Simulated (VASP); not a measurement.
Write the native input for VASP 6.6.1 that does the following.

* Task: single point
* Functional: HF
* Potentials or basis: VASP PAW PBE potentials, release 64 (In_d, As)
* Cutoff: 400 eV
* k mesh: 4 × 4 × 4
* Occupations: gaussian, width 0.1 eV
* Spin: no spin polarisation
* Dipole correction: no
* Grid for exact exchange (PRECFOCK): Normal
* Further INCAR settings: ALGO = Normal; EDIFF = 1e-06; NBANDS = 16
* Share of exact exchange: 1

InAs:

```
In As
1.0
     0.00000    3.04389    3.04389
     3.04389    0.00000    3.04389
     3.04389    3.04389    0.00000
In As
1 1
Direct
  0.00000 0.00000 0.00000
  0.25000 0.25000 0.25000
```

These files were run (other wordings do the same):

POSCAR

```
InAs
1.0
    0.0000000000      3.0438898046      3.0438898046
    3.0438898046      0.0000000000      3.0438898046
    3.0438898046      3.0438898046      0.0000000000
In As
1 1
Direct
    0.0000000000      0.0000000000      0.0000000000
    0.2500000000      0.2500000000      0.2500000000
```

INCAR.step1

```
PREC     = Accurate       # precision mode
ENCUT    = 400            # plane-wave cutoff, eV
EDIFF    = 1E-5           # SCF threshold, eV
ISMEAR   = 0              # smearing method
SIGMA    = 0.1            # smearing width, eV
LREAL    = F              # projectors in reciprocal space
LASPH    = T              # aspherical terms in the spheres
NELM     = 120            # most SCF steps
ALGO     = Normal         # electronic algorithm
ISIF     = 2              # what is computed and relaxed
LWAVE    = T              # write WAVECAR
NBANDS   = 16             # bands
GGA      = PE             # functional
GGA_COMPAT= F
```

INCAR.step2

```
PREC     = Accurate       # precision mode
ENCUT    = 400            # plane-wave cutoff, eV
EDIFF    = 1E-6           # SCF threshold, eV
ISMEAR   = 0              # smearing method
SIGMA    = 0.1            # smearing width, eV
LREAL    = F              # projectors in reciprocal space
LASPH    = T              # aspherical terms in the spheres
NELM     = 120            # most SCF steps
ALGO     = Normal         # electronic algorithm
ISIF     = 2              # what is computed and relaxed
LWAVE    = F              # write WAVECAR
LCHARG   = T              # write CHGCAR
GGA      = PE             # functional
LHFCALC  = T              # exact exchange
AEXX     = 1.0            # exact-exchange fraction
ALDAC    = 0.0          
AGGAC    = 0.0          
PRECFOCK = Normal       
LELF     = T              # ELF
LVHAR    = T            
NBANDS   = 16             # bands
ISTART   = 1            
GGA_COMPAT= F
```

KPOINTS

```
Automatic mesh
0
Gamma
  4 4 4
```

Potentials or basis: VASP PAW PBE potentials, release 64 (In_d, As).

The run is started by

```console
$ cat potpaw_PBE.64/In_d/POTCAR potpaw_PBE.64/As/POTCAR > POTCAR
$ cp INCAR.step1 INCAR
$ mpirun -np 1 vasp_std > vasp.out
$ cp INCAR.step2 INCAR
$ mpirun -np 1 vasp_std > vasp.out
```

Results of the run:

| Item | Value |
| --- | --- |
| Pressure | 1.9 GPa |
| Band gap on the k mesh | 6.24 eV |

Caveat: the k points lie up to 0.45 Å⁻¹ apart; the PAW data sets were made with another functional, which shifts forces and pressure a little; spin-orbit coupling is left out, which moves the levels of the heavy elements.

Run time: 14 min on 1 thread of Intel Xeon 8259CL, with other jobs on the host, peak memory 0.16 GiB.
